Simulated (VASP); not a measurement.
Crystal: PbS.

```
Pb S
1.0
     2.03749   -5.86899    0.00000
     2.03749    5.86899    0.00000
     0.00000    0.00000    4.19196
Pb S
2 2
Cartesian
  2.0375 4.3364 1.0480
  2.0375 -4.3364 3.1440
  2.0375 1.7044 1.0480
  2.0375 -1.7044 3.1440
```

Base run:

* Program: VASP 6.6.1
* Functional: PBEsol
* Potentials or basis: VASP PAW PBE potentials, release 64 (Pb_d, S)
* Cutoff: 520 eV
* k mesh: 7 × 7 × 6
* Occupations: fermi-dirac, width 0.05 eV
* Spin: no spin polarisation

Its results: band gap on the k mesh 1.02 eV (least direct gap 1.31 eV); pressure 1.6 GPa; largest force 0.368 eV/Å.

The run is repeated on the same cell with these changes: functional from PBEsol to PBE. What comes out?

Band gap on the k mesh 1.11 eV (least direct gap 1.41 eV); pressure 4.9 GPa; largest force 0.481 eV/Å.

PBE binds less tightly than PBEsol, so the same cell stands under more pressure.

Caveats: spin-orbit coupling is left out, which moves the levels of the heavy elements; an odd mesh through Γ misses points on the zone boundary, where band edges can lie; the PAW data sets were made with another functional, which shifts forces and pressure a little (at least some runs); the cell stands under pressure (at least some runs).
